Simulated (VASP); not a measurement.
# TiCo3 (Pm-3m) in VASP: further runs

The runs below take TiCo3 through single point, with PBEsol.

Program: VASP 6.6.1. These are calculated values, not measurements. Logs are shortened: lines on timing, memory, paths and dates and some standing lists are left out, and cuts for length are marked.

**1. The cell of the first run**

The structure is cubic, space group Pm-3m (No. 221). Conventional cell: a = 3.669 Å, b = 3.669 Å, c = 3.669 Å, α = 90.00°, β = 90.00°, γ = 90.00°. Ti (site symmetry m-3m) has 12 Co at 2.59 Å within 3.4 Å. Within 3.4 Å of Co (site symmetry 4/mmm) lie 4 Ti at 2.59 Å and 8 Co at 2.59 Å.

**2. Single point, PBEsol, collinear spin, ferromagnetic start (12.35 Å³/atom)**

Input file INCAR:

```
PREC = Accurate
ENCUT = 520
EDIFF = 1E-6
ISMEAR = 0
SIGMA = 0.15
LREAL = False
LASPH = True
NELM = 150
ALGO = Normal
ISIF = 2
LWAVE = False
LCHARG = True
ISPIN = 2
MAGMOM = 0.7 1.54 1.54 1.54
LORBIT = 11
NUPDOWN = 5.32
LMAXMIX = 4
GGA = PS
LELF = True
LVHAR = True
NBANDS = 32
```

Input file KPOINTS:

```
Automatic mesh
0
Gamma
  12 12 12
```

Input file POSCAR:

```
TiCo3
1.0
    3.6693350640      0.0000000000      0.0000000000
    0.0000000000      3.6693350640      0.0000000000
    0.0000000000      0.0000000000      3.6693350640
Ti Co
1 3
Direct
    0.0000000000      0.0000000000      0.0000000000
    0.0000000000      0.5000000000      0.5000000000
    0.5000000000      0.0000000000      0.5000000000
    0.5000000000      0.5000000000      0.0000000000
```

Potentials or basis: VASP PAW PBE potentials, release 64 (Ti_sv, Co).

Run with:

```bash
> cat potpaw_PBE.64/Ti_sv/POTCAR potpaw_PBE.64/Co/POTCAR > POTCAR
> mpirun -np 1 vasp_std > vasp.out
```

OUTCAR:

```text
PREC = Accurate
   ENCUT = 520
   EDIFF = 1E-6
   ISMEAR = 0
   LREAL = False
   LASPH = True
   NELM = 150
   ISIF = 2
   ISPIN = 2
   LORBIT = 11
   NUPDOWN = 5.32
   GGA = PS

 ion  position               nearest neighbor table
   1  0.000  0.000  0.000-   2 2.59   3 2.59   4 2.59   2 2.59   3 2.59   2 2.59   4 2.59   2 2.59
                             3 2.59   4 2.59   3 2.59   4 2.59
   2  0.000  0.500  0.500-   1 2.59   3 2.59   4 2.59   1 2.59   4 2.59   1 2.59   3 2.59   1 2.59
                             3 2.59   4 2.59   4 2.59   3 2.59
   3  0.500  0.000  0.500-   1 2.59   2 2.59   4 2.59   1 2.59   4 2.59   2 2.59   4 2.59   4 2.59
                             1 2.59   2 2.59   1 2.59   2 2.59
   4  0.500  0.500  0.000-   1 2.59   2 2.59   3 2.59   2 2.59   3 2.59   1 2.59   3 2.59   3 2.59
                             1 2.59   2 2.59   2 2.59   1 2.59

  LATTYP: Found a simple cubic cell.
 ALAT       =     3.6693350640

  Lattice vectors:

 A1 = (   3.6693350640,   0.0000000000,   0.0000000000)
 A2 = (   0.0000000000,   3.6693350640,   0.0000000000)
 A3 = (   0.0000000000,   0.0000000000,   3.6693350640)

Analysis of symmetry for initial positions (statically):
=====================================================================
 Subroutine PRICEL returns:
 Original cell was already a primitive cell.

 Routine SETGRP: Setting up the symmetry group for a
 simple cubic supercell.

 Subroutine GETGRP returns: Found 48 space group operations
 (whereof 48 operations were pure point group operations)
 out of a pool of 48 trial point group operations.

The static configuration has the point symmetry O_h .

Analysis of symmetry for dynamics (positions and initial velocities):
=====================================================================
 Subroutine PRICEL returns:
 Original cell was already a primitive cell.

 Routine SETGRP: Setting up the symmetry group for a
 simple cubic supercell.

 Subroutine GETGRP returns: Found 48 space group operations
 (whereof 48 operations were pure point group operations)
 out of a pool of 48 trial point group operations.

The dynamic configuration has the point symmetry O_h .

Analysis of structural, dynamic, and magnetic symmetry:
=====================================================================
 Subroutine PRICEL returns:
 Original cell was already a primitive cell.

 Routine SETGRP: Setting up the symmetry group for a
 simple cubic supercell.

 Subroutine GETGRP returns: Found 48 space group operations
 (whereof 48 operations were pure point group operations)
 out of a pool of 48 trial point group operations.

The overall configuration has the point symmetry O_h .

 Subroutine INISYM returns: Found 48 space group operations
 (whereof 48 operations are pure point group operations),
 and found     1 'primitive' translations

----------------------------------------------------------------------------------------

                                     Primitive cell

  volume of cell :      49.4040

  direct lattice vectors                    reciprocal lattice vectors
     3.669335064  0.000000000  0.000000000     0.272528941  0.000000000  0.000000000
     0.000000000  3.669335064  0.000000000     0.000000000  0.272528941  0.000000000
     0.000000000  0.000000000  3.669335064     0.000000000  0.000000000  0.272528941

  length of vectors
     3.669335064  3.669335064  3.669335064     0.272528941  0.272528941  0.272528941

  position of ions in fractional coordinates (direct lattice)
     0.000000000  0.000000000  0.000000000
     0.000000000  0.500000000  0.500000000
     0.500000000  0.000000000  0.500000000
     0.500000000  0.500000000  0.000000000

  ion indices of the primitive-cell ions
   primitive index   ion index
                 1           1
                 2           2
                 3           3
                 4           4

----------------------------------------------------------------------------------------

 KPOINTS: Automatic mesh

Automatic generation of k-mesh.
 Grid dimensions read from file:
 generate k-points for:   12   12   12

 Generating k-lattice:

  Cartesian coordinates                     Fractional coordinates (reciprocal lattice)
     0.022710745  0.000000000  0.000000000     0.083333333  0.000000000  0.000000000
     0.000000000  0.022710745  0.000000000     0.000000000  0.083333333  0.000000000
     0.000000000  0.000000000  0.022710745     0.000000000  0.000000000  0.083333333

  Length of vectors
     0.022710745  0.022710745  0.022710745

  Shift w.r.t. Gamma in fractional coordinates (k-lattice)
     0.000000000  0.000000000  0.000000000

 Subroutine IBZKPT returns following result:
 ===========================================

 Found     84 irreducible k-points:

 Following reciprocal coordinates:
            Coordinates               Weight
  0.000000  0.000000  0.000000      1.000000
  0.083333  0.000000  0.000000      6.000000
  0.166667  0.000000  0.000000      6.000000
  0.250000  0.000000  0.000000      6.000000
  0.333333  0.000000  0.000000      6.000000
  0.416667  0.000000  0.000000      6.000000
[... 16 lines left out ...]
  0.333333  0.333333  0.000000     12.000000
  0.416667  0.333333  0.000000     24.000000
 [... further k-points ...]
   k-points           NKPTS =     84   k-points in BZ     NKDIM =     84   number of bands    NBANDS=     32
   number of dos      NEDOS =    301   number of ions     NIONS =      4
   total plane-waves  NPLWV =  21952
   dimension x,y,z NGX =    28 NGY =   28 NGZ =   28
   dimension x,y,z NGXF=    56 NGYF=   56 NGZF=   56
   ions per type =               1   3
   NGX,Y,Z   is equivalent  to a cutoff of  12.69, 12.69, 12.69 a.u.
   NGXF,Y,Z  is equivalent  to a cutoff of  25.37, 25.37, 25.37 a.u.
 SYSTEM =  unknown system
   PREC   = accura    normal or accurate (medium, high low for compatibility)
   ISTART =      0    job   : 0-new  1-cont  2-samecut
   ICHARG =      2    charge: 1-file 2-atom 10-const
   ISPIN  =      2    spin polarized calculation?
   LNONCOLLINEAR =      F non collinear calculations
   LSORBIT =      F    spin-orbit coupling
   LASPH  =      T    aspherical Exc in radial PAW
   ENCUT  =  520.0 eV  38.22 Ry    6.18 a.u.   6.82  6.82  6.82*2*pi/ulx,y,z
   NELM   =    150;   NELMIN=  2; NELMDL= -5     # of ELM steps
   EDIFF  = 0.1E-05   stopping-criterion for ELM
   LREAL  =      F    real-space projection
   EDIFFG = 0.1E-04   stopping-criterion for IOM
   NSW    =      0    number of steps for IOM
   IBRION =     -1    ionic relax: 0-MD 1-quasi-New 2-CG
   NFREE  =      0    steps in history (QN), initial steepest desc. (CG)
   ISIF   =      2    stress and relaxation
   ISYM   =      2    0-nonsym 1-usesym 2-fastsym
   POTIM  = 0.5000    time-step for ionic-motion
   TEBEG  =    0.0;   TEEND  =   0.0 temperature during run
   PSTRESS=    0.0 pullay stress
   NELECT =      39.0000    total number of electrons
   NUPDOWN=       5.3200    fix difference up-down
   EMIN   =  10.00;   EMAX   =-10.00  energy-range for DOS
   EFERMI =   0.00;   METHOD = LEGACY
   ISMEAR =     0;   SIGMA  =   0.15  broadening in eV -4-tet -1-fermi 0-gaus
   EFERMI_NEDOS =   21; number of points for ismear=-14 and -15
   IALGO  =     38    algorithm
   IMIX   =      4    mixing-type and parameters
     AMIX     =   0.40;   BMIX     =  1.00
     AMIX_MAG =   1.60;   BMIX_MAG =  1.00
  volume/ion in A,a.u.               =      12.35        83.35
  Fermi-wavevector in a.u.,A,eV,Ry     =   1.513012  2.859178 31.146523  2.289205
  Thomas-Fermi vector in A             =   2.622860
   LORBIT       =     11    0 simple, 1 ext, 2 COOP (PROOUT), +10 PAW based schemes
   GGA     = PS    functional components
   LHFCALC =     F    Hartree Fock is set to
   AEXX    =    0.0000 exact exchange contribution
   IVDW    =     0    specifies the selected vdW correction
   LEPSILON=     F    determine dielectric tensor
   LRPA    =     F    only Hartree local field effects (RPA)
 spin polarized calculation
 Gauss-broadening in eV      SIGMA  =   0.15
  energy-cutoff  :      520.00
  volume of cell :       49.40
 maximum number of plane-waves:      1357
 NGX is ok and might be reduce to    28
   NGX = 13   NGY = 13   NGZ = 13

 number of electron      38.9999976 magnetization       5.3199994

 Free energy of the ion-electron system (eV)
  ---------------------------------------------------
  ext. energy  EPLUGINS =         0.00000000
  ---------------------------------------------------
  free energy    TOTEN  =       -31.11698444 eV

  energy without entropy =      -31.01912668  energy(sigma->0) =      -31.06805556

 E-fermi :   9.1014     XC(G=0): -12.9990

 val. band max:       10.2968357218   @ k =   0.3333   0.1667   0.1667
 cond. band min:       9.1024967402   @ k =   0.5000   0.1667   0.0833
 fundamental gap:     -1.1943389816
 Fermi energy:        10.2974524609

 spin component 1

 k-point     1 :       0.0000    0.0000    0.0000
  band No.  band energies     occupation
      1     -46.9218      1.00000
      2     -23.2725      1.00000
      3     -23.2725      1.00000
      4     -23.2725      1.00000
      5       1.2804      1.00000
      6       4.6612      1.00000
[... 805 lines left out ...]
     30      19.8642      0.00000
     31      20.4752      0.00000

 [... further k-points ...]

 spin component 2

 k-point     1 :       0.0000    0.0000    0.0000
  band No.  band energies     occupation
      1     -46.8583      1.00000
      2     -23.2129      1.00000
      3     -23.2129      1.00000
      4     -23.2129      1.00000
      5       1.5605      1.00000
      6       5.7230      1.00000
[... 805 lines left out ...]
     30      20.5184      0.00000
     31      20.9772      0.00000

 [... further k-points ...]

 [bands above 31 left out]

------------------------ aborting loop because EDIFF is reached ----------------------------------------

  FORCE on cell =-STRESS in cart. coord.  units (eV):
  Direction    XX          YY          ZZ          XY          YZ          ZX
  --------------------------------------------------------------------------------------
  -------------------------------------------------------------------------------------
  Total       -2.0601265     -2.0601265     -2.0601265      0.0000000      0.0000000     -0.0000000
  in kB      -66.8101371    -66.8101371    -66.8101371      0.0000000      0.0000000     -0.0000000
  external PRESSURE =     -66.8101371 kB  Pullay stress =       0.0000000 kB

 VOLUME and BASIS-vectors are now :
 -----------------------------------------------------------------------------
  energy-cutoff  :      520.00
  volume of cell :       49.40
      direct lattice vectors                 reciprocal lattice vectors
     3.669335064  0.000000000  0.000000000     0.272528941  0.000000000  0.000000000
     0.000000000  3.669335064  0.000000000     0.000000000  0.272528941  0.000000000
     0.000000000  0.000000000  3.669335064     0.000000000  0.000000000  0.272528941

 POSITION                                       TOTAL-FORCE (eV/Angst)
 -----------------------------------------------------------------------------------
      0.00000      0.00000      0.00000         0.000000      0.000000      0.000000
      0.00000      1.83467      1.83467         0.000000      0.000000      0.000000
      1.83467      0.00000      1.83467         0.000000      0.000000      0.000000
      1.83467      1.83467      0.00000         0.000000      0.000000      0.000000
 -----------------------------------------------------------------------------------
    total drift:                                0.000000      0.000000      0.000000

  FREE ENERGIE OF THE ION-ELECTRON SYSTEM (eV)
  ---------------------------------------------------
  free  energy   TOTEN  =       -31.1169844393 eV

  energy  without entropy=      -31.0191266836  energy(sigma->0) =      -31.06805556

 total charge

# of ion       s       p       d       tot
------------------------------------------
    1        2.246   6.194   1.892  10.332
    2        0.502   0.487   7.195   8.184
    3        0.502   0.487   7.195   8.184
    4        0.502   0.487   7.195   8.184
--------------------------------------------------
tot          3.753   7.654  23.478  34.884

 magnetization (x)

# of ion       s       p       d       tot
------------------------------------------
    1       -0.002   0.017   0.035   0.050
    2        0.018   0.036   1.662   1.717
    3        0.018   0.036   1.662   1.717
    4        0.018   0.036   1.662   1.717
--------------------------------------------------
tot          0.052   0.126   5.021   5.200
```

Wall time 5.7 min (1 thread of Oxide Virtual Turin-like, shared host); peak memory 0.27 GiB.

What came out:

```yaml
Free_energy: -31.1170 eV
Pressure: -6.7 GPa
Net_moment: 5.32 μB per cell
Site_moments: Ti +0.05; Co +1.72 μB
Valence_electrons_inside_the_program's_atomic_spheres: Ti 10.33; Co 8.18
```

Caveat: the cell stands under tension; the PAW data sets were made with another functional, which shifts forces and pressure a little; the total moment is fixed, so each spin has its own Fermi level and the state may be an excited one.

**3. Single point, PBEsol, collinear spin, ferromagnetic start (11.66 Å³/atom)**

This run uses another cell than the first one, of 11.66 Å³/atom.

Input file INCAR:

```
SYSTEM = TiCo3
ALGO = Normal
EDIFF = 1E-7
ENCUT = 520
GGA = PS
ISIF = 2
ISMEAR = 0
ISPIN = 2
LASPH = .True.
LCHARG = .True.
LELF = .True.
LMAXMIX = 4
LORBIT = 11
LREAL = .False.
LVHAR = .True.
LWAVE = .False.
MAGMOM = 0.2 0.44 0.44 0.44
NBANDS = 32
NELM = 150
NUPDOWN = 1.52
PREC = Accurate
SIGMA = 0.15
```

Input file KPOINTS:

```
k-points
0
Gamma
  12 12 12
  0 0 0
```

Input file POSCAR:

```
TiCo3
1.0
    3.6000000000      0.0000000000      0.0000000000
    0.0000000000      3.6000000000      0.0000000000
    0.0000000000      0.0000000000      3.6000000000
Ti Co
1 3
Direct
    0.0000000000      0.0000000000      0.0000000000
    0.0000000000      0.5000000000      0.5000000000
    0.5000000000      0.0000000000      0.5000000000
    0.5000000000      0.5000000000      0.0000000000
```

Potentials or basis: VASP PAW PBE potentials, release 64 (Ti_sv, Co).

Run with:

```bash
> cat potpaw_PBE.64/Ti_sv/POTCAR potpaw_PBE.64/Co/POTCAR > POTCAR
> mpirun -np 1 vasp_std > vasp.out
```

Wall time 2.7 min (1 thread of Oxide Virtual Turin-like, shared host); peak memory 0.27 GiB.

The run converged. Its results:

- Free energy: -32.6340 eV
- Pressure: -11.7 GPa
- Net moment: 1.52 μB per cell
- Site moments: Ti -0.23; Co +0.60 μB
- Valence electrons inside the program's atomic spheres: Ti 10.38; Co 8.31

Caveat: the cell stands under tension; the PAW data sets were made with another functional, which shifts forces and pressure a little; the total moment is fixed, so each spin has its own Fermi level and the state may be an excited one.
